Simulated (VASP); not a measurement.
Wanted: the native input for a VASP 6.6.1 run.

| Property | Result |
| --- | --- |
| Task | single point |
| Functional | PBE |
| Potentials or basis | VASP PAW PBE potentials, release 64 (Na_pv, H) |
| Cutoff | 520 eV |
| k mesh | 4 × 4 × 4 |
| Occupations | gaussian, width 0.1 eV |
| Spin | no spin polarisation |
| Dipole correction | no |
| Further INCAR settings | ALGO = Normal; EDIFF = 1e-06; NBANDS = 18 |

The structure of Na2H5 lies in POSCAR:

```
Na2H5
1.0
   -3.5207724000      3.5207724000      2.7765826100
    3.5207724000     -3.5207724000      2.7765826100
    3.5207724000      3.5207724000     -2.7765826100
Na H
2 5
Direct
    0.7500000000      0.2500000000      0.5000000000
    0.2500000000      0.7500000000      0.5000000000
    0.8013764300      0.0448691500      0.8462455800
    0.1986235700      0.9551308500      0.1537544200
    0.0448691500      0.1986235700      0.2434927200
    0.9551308500      0.8013764300      0.7565072800
    0.0000000000      0.0000000000      0.0000000000
```

The cell was generated, and may not be a known phase.

These files were run (other wordings do the same):

INCAR

```
SYSTEM = Na2H5
PREC     = Accurate       ! precision mode
ENCUT    = 520            ! plane-wave cutoff, eV
EDIFF    = 1E-6           ! SCF threshold, eV
ISMEAR   = 0              ! smearing method
SIGMA    = 0.1            ! smearing width, eV
LREAL    = .FALSE.        ! projectors in reciprocal space
LASPH    = .TRUE.         ! aspherical terms in the spheres
NELM     = 60             ! most SCF steps
ALGO     = Normal         ! electronic algorithm
ISIF     = 2              ! what is computed and relaxed
LWAVE    = .FALSE.        ! write WAVECAR
LCHARG   = .FALSE.        ! write CHGCAR
GGA      = PE             ! functional
NBANDS   = 18             ! bands
```

KPOINTS

```
Automatic mesh
0
G
  4 4 4
  0 0 0
```

Potentials or basis: VASP PAW PBE potentials, release 64 (Na_pv, H).

Run with:

```console
$ cat potpaw_PBE.64/Na_pv/POTCAR potpaw_PBE.64/H/POTCAR > POTCAR
$ mpirun -np 1 vasp_std > vasp.out
```

It gave:

The pressure is -3.0 GPa, the largest force is 0.310 eV/Å and the band gap on the k mesh is zero (an odd number of electrons rules out a gap without spin polarisation).

Caveat: the k points lie up to 0.36 Å⁻¹ apart, too coarse for converged energies and pressures of a metal; an odd number of electrons without spin polarisation forces a metal; a magnetic or distorted state may lie lower.

Wall time 37 s on 1 thread of Oxide Virtual Turin-like Processor, with other jobs on the host, peak memory 0.22 GiB.
